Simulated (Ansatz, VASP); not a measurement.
# Cu: VASP beside Ansatz

POSCAR

```
Cu
1.0
   -1.5510028190      1.5510028190      1.3760814500
    1.5510028190     -1.5510028190      1.3760814500
    1.5510028190      1.5510028190     -1.3760814500
Cu
1
Direct
    0.0000000000      0.0000000000      0.0000000000
```

The input INCAR.step1:

```
ALGO     = Normal         # electronic algorithm
EDIFF    = 1E-4           # SCF threshold, eV
ENCUT    = 520            # plane-wave cutoff, eV
GGA      = PE             # functional
ISMEAR   = 0              # smearing method
LASPH    = T              # aspherical terms in the spheres
LCHARG   = F              # write CHGCAR
LREAL    = F              # projectors in reciprocal space
LWAVE    = T              # write WAVECAR
NBANDS   = 12             # bands
NELM     = 80             # most SCF steps
PREC     = Accurate       # precision mode
SIGMA    = 0.15           # smearing width, eV
```

Contents of INCAR.step2:

```
ALGO     = Normal         # electronic algorithm
EDIFF    = 1E-6           # SCF threshold, eV
ENCUT    = 520            # plane-wave cutoff, eV
ISIF     = 2              # what is computed and relaxed
ISMEAR   = 0              # smearing method
ISTART   = 1            
LASPH    = T              # aspherical terms in the spheres
LCHARG   = F              # write CHGCAR
LMIXTAU  = T            
LREAL    = F              # projectors in reciprocal space
LWAVE    = F              # write WAVECAR
METAGGA  = R2SCAN         # meta-GGA
NBANDS   = 12             # bands
NELM     = 80             # most SCF steps
PREC     = Accurate       # precision mode
SIGMA    = 0.15           # smearing width, eV
```

The input KPOINTS:

```
k-points
0
Gamma
  24 24 24
```

Input for Ansatz:

```yaml
crystal:
  lattice:
    - [-1.551002819, 1.551002819, 1.37608145]
    - [1.551002819, -1.551002819, 1.37608145]
    - [1.551002819, 1.551002819, -1.37608145]
  atoms:
    - { symbol: Cu, position: [0.0, 0.0, 0.0] }
basis:
  ecutwfc: 500
kpoints:
  mp_grid: { grid: [24, 24, 24] }
hamiltonian:
  xc: r2scan
scf:
  occupations: { method: gaussian, width: 0.15 }
output:
  forces: true
  stress: true
  eigenvalues: true
```

Change from the starting cell: strain +0.0750 x Voigt [1, 1, 0, 0, 0, 0], atoms carried along.

Alike in both runs: task single point; functional r2SCAN; k mesh 24 × 24 × 24; occupations gaussian, width 0.15 eV; no spin polarisation.

|  | VASP | Ansatz |
| --- | --- | --- |
| version | VASP 6.6.1 | Ansatz 0.2.0 |
| potentials or method | VASP PAW PBE potentials, release 64 (Cu), cutoff 520 eV | scalar-relativistic, plane waves, PAW |
| valence electrons in the cell | 11 | 19 |

```tsv
	VASP	Ansatz	Ansatz less VASP
gap on the k mesh at the Fermi level (eV)	none	none	-
pressure (GPa)	-15.2	-15.6	-0.40
traceless stress, the component that is largest in VASP (GPa)	0.27	0.26	-0.013
```

VASP's potentials were made for PBE, not for r2SCAN. A gap of «none» marks a metal or a gap that the smearing closes. With one functional, cell and mesh, what is left measures potentials, basis and numerics. VASP's potentials hold 11 valence electrons a cell and Ansatz's 19, so a difference there can come from the potentials and not from the codes.
